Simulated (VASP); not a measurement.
Input of a VASP 6.6.1 run:

File POSCAR:

```
MoSe
1.0
    3.5002295900      0.0000000000      0.0000000000
    0.0000000000      3.5002295900      0.0000000000
    0.0000000000      0.0000000000      3.5002295900
Mo Se
1 1
Direct
    0.0000000000      0.0000000000      0.0000000000
    0.5000000000      0.5000000000      0.5000000000
```

INCAR.step1

```
SYSTEM = MoSe
  PREC = Accurate
  ENCUT = 520
  EDIFF = 1E-5
  ISMEAR = -1
  SIGMA = 0.05
  LREAL = .FALSE.
  LASPH = .TRUE.
  NELM = 60
  ALGO = Normal
  ISIF = 2
  LWAVE = .TRUE.
  LCHARG = .FALSE.
  GGA = PE
  NBANDS = 17
```

Contents of INCAR.step2:

```
SYSTEM = MoSe
  PREC = Accurate
  ENCUT = 520
  EDIFF = 1E-6
  ISMEAR = -1
  SIGMA = 0.05
  LREAL = .FALSE.
  LASPH = .TRUE.
  NELM = 60
  ALGO = Normal
  ISIF = 2
  LWAVE = .FALSE.
  LCHARG = .FALSE.
  GGA = PE
  LHFCALC = .TRUE.
  AEXX = 1.0
  ALDAC = 0.0
  AGGAC = 0.0
  PRECFOCK = Normal
  ISTART = 1
  NBANDS = 17
```

Contents of KPOINTS:

```
Automatic mesh
0
G
  4 4 4
  0 0 0
```

Potentials or basis: VASP PAW PBE potentials, release 64 (Mo_sv, Se).

Command:

```bash
$ cat potpaw_PBE.64/Mo_sv/POTCAR potpaw_PBE.64/Se/POTCAR > POTCAR
$ cp INCAR.step1 INCAR
$ mpirun -np 1 vasp_std > vasp.out
$ cp INCAR.step2 INCAR
$ mpirun -np 1 vasp_std > vasp.out
```

**Question.** Predict the band gap on the k mesh.

**Answer.** 7.85 eV (least direct gap 7.98 eV).

**Question.** Estimate the pressure.

**Answer.** -2.7 GPa.

Caveat: the k points lie up to 0.45 Å⁻¹ apart; the PAW data sets were made with another functional, which shifts forces and pressure a little. A k mesh can miss the band edges.
